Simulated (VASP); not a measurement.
# Rb3Ag: relaxation of cell and atoms with pbe exchange, lyp correlation

The system is Rb3Ag.

```
CELL_PARAMETERS angstrom
6.13615 0.00000 0.00000
0.00000 6.13615 0.00000
0.00000 0.00000 6.13615
ATOMIC_POSITIONS crystal
Rb 0.00000 0.50000 0.50000
Rb 0.50000 0.00000 0.50000
Rb 0.50000 0.50000 0.00000
Ag 0.00000 0.00000 0.00000
```

- Program: VASP 6.6.1
- Task: relaxation of cell and atoms
- Functional: pbe exchange, lyp correlation
- Potentials or basis: VASP PAW PBE potentials, release 64 (Rb_sv, Ag)
- Cutoff: 500 eV
- k mesh: 4 × 4 × 4
- Occupations: gaussian, width 0.05 eV
- Spin: no spin polarisation
- Target pressure: 20 GPa
- Dipole correction: no
- Further INCAR settings: ALGO = Normal; EDIFF = 1e-07; IBRION = 2; EDIFFG = -0.001; NSW = 100; ISIF = 3

```json
{
 "Relaxed volume": "26.06 Å³/atom",
 "Relaxed cell": "a = 4.706 Å, b = 4.706 Å, c = 4.706 Å, α = 90.00°, β = 90.00°, γ = 90.00°",
 "Space group after relaxing (to 0.1 Å)": "Pm-3m (No. 221)",
 "Energy change on relaxing (the run minimises the enthalpy)": "+1036.8 meV/atom",
 "Ionic steps": "7",
 "Pressure after relaxing": "20.0 GPa",
 "Band gap on the k mesh": "zero (bands 19 and 20 overlap by 0.88 eV)"
}
```

The path:
```tsv
step	energy change (eV)	largest force (eV/Å)	pressure (GPa)	volume (Å³)
1	0.0000	0.0000	0.17	231.04
2	14.5445	0.0000	86.46	64.98
3	3.5967	0.0000	17.32	108.96
4	3.9654	0.0000	19.12	105.72
5	4.1959	0.0000	20.23	103.84
6	4.1299	0.0000	19.91	104.36
7	4.1470	0.0000	19.99	104.23
```

Final structure:
```xyz
4
Lattice="4.7061 0.0000 0.0000 0.0000 4.7061 0.0000 0.0000 0.0000 4.7061" Properties=species:S:1:pos:R:3 pbc="T T T"
Rb    0.0000    2.3530    2.3530
Rb    2.3530    0.0000    2.3530
Rb    2.3530    2.3530    0.0000
Ag    0.0000    0.0000    0.0000
```

Levels at points of the mesh, in eV from the Fermi level:
```
           k point  band 17  band 18  band 19  band 20  band 21  band 22
(0.00, 0.00, 0.00)    -5.72    -4.78    -1.82     1.18     1.18     1.47
(0.50, 0.00, 0.00)    -5.51    -2.89    -1.55    -0.02     1.13     1.13
(0.50, 0.50, 0.00)    -5.48    -2.57    -0.03    -0.03     0.25     2.17
(0.50, 0.50, 0.50)    -5.55    -3.83     0.85     0.85     0.85     2.08
```

Run time: 5 min on 1 thread of AMD EPYC 7R13 Processor (Zen 3), with other jobs on the host, peak memory 0.34 GiB.

Caveat: the cell is relaxed towards a set pressure, so the run minimises the enthalpy, not the energy; the volume moved by over 15 % at a fixed basis, so the end points are rough; the PAW data sets were made with another functional, which shifts forces and pressure a little.
